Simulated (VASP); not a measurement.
Set up this calculation in VASP 6.6.1, as the native input.

- Task: single point
- Functional: r2SCAN
- Potentials or basis: VASP PAW PBE potentials, release 64 (Hf_pv, N)
- Cutoff: 520 eV
- k mesh: 16 × 16 × 16
- Occupations: gaussian, width 0.15 eV
- Spin: no spin polarisation
- Dipole correction: no
- Further INCAR settings: ALGO = Normal; EDIFF = 1e-06; NBANDS = 14

Crystal: HfN.

```xyz
2
Lattice="0.0000 2.4548 2.2584 2.4548 0.0000 2.2584 2.4548 2.4548 0.0000" Properties=species:S:1:pos:R:3 pbc="T T T"
Hf    0.0000    0.0000    0.0000
N     3.6822    3.6822    3.3877
```

This cell differs from its parent crystal: strain +0.000 along x and y, -0.080 along z.

These files were run (other wordings do the same):

POSCAR

```
HfN
1.0
    0.0000000000      2.4548220000      2.2584362400
    2.4548220000      0.0000000000      2.2584362400
    2.4548220000      2.4548220000      0.0000000000
Hf N
1 1
Direct
    0.0000000000      0.0000000000      0.0000000000
    0.7500000000      0.7500000000      0.7500000000
```

INCAR.step1

```
SYSTEM = HfN
PREC     = Accurate       ! precision mode
ENCUT    = 520            ! plane-wave cutoff, eV
ISMEAR   = 0              ! smearing method
SIGMA    = 0.15           ! smearing width, eV
LREAL    = .False.        ! projectors in reciprocal space
LASPH    = .True.         ! aspherical terms in the spheres
NELM     = 80             ! most SCF steps
NBANDS   = 14             ! bands
GGA      = PE             ! functional
ALGO     = Normal         ! electronic algorithm
EDIFF    = 1E-4           ! SCF threshold, eV
LWAVE    = .True.         ! write WAVECAR
LCHARG   = .False.        ! write CHGCAR
```

INCAR.step2

```
SYSTEM = HfN
PREC     = Accurate       ! precision mode
ENCUT    = 520            ! plane-wave cutoff, eV
EDIFF    = 1E-6           ! SCF threshold, eV
ISMEAR   = 0              ! smearing method
SIGMA    = 0.15           ! smearing width, eV
LREAL    = .False.        ! projectors in reciprocal space
LASPH    = .True.         ! aspherical terms in the spheres
NELM     = 80             ! most SCF steps
ALGO     = Normal         ! electronic algorithm
ISIF     = 2              ! what is computed and relaxed
LWAVE    = .False.        ! write WAVECAR
LCHARG   = .False.        ! write CHGCAR
METAGGA  = R2SCAN         ! meta-GGA
LMIXTAU  = .True.       
NBANDS   = 14             ! bands
ISTART   = 1
```

KPOINTS

```
regular mesh
0
Gamma
  16 16 16
  0 0 0
```

Potentials or basis: VASP PAW PBE potentials, release 64 (Hf_pv, N).

The run is started by

```console
$ cat potpaw_PBE.64/Hf_pv/POTCAR potpaw_PBE.64/N/POTCAR > POTCAR
$ cp INCAR.step1 INCAR
$ mpirun -np 1 vasp_std > vasp.out
$ cp INCAR.step2 INCAR
$ mpirun -np 1 vasp_std > vasp.out
```

Results of the run:

The pressure is 15.2 GPa and the band gap on the k mesh is zero (an odd number of electrons rules out a gap without spin polarisation).

Caveat: the cell differs from its parent crystal (strain +0.000 along x and y, -0.080 along z); the stress differs along the axes, from 11 to 23 GPa; the PAW data sets were made with another functional, which shifts forces and pressure a little; spin-orbit coupling is left out, which moves the levels of the heavy elements.

It took 5.4 min on 1 thread of Intel(R) Xeon(R) Platinum 8488C (Sapphire Rapids) (shared host), peak memory 0.28 GiB.
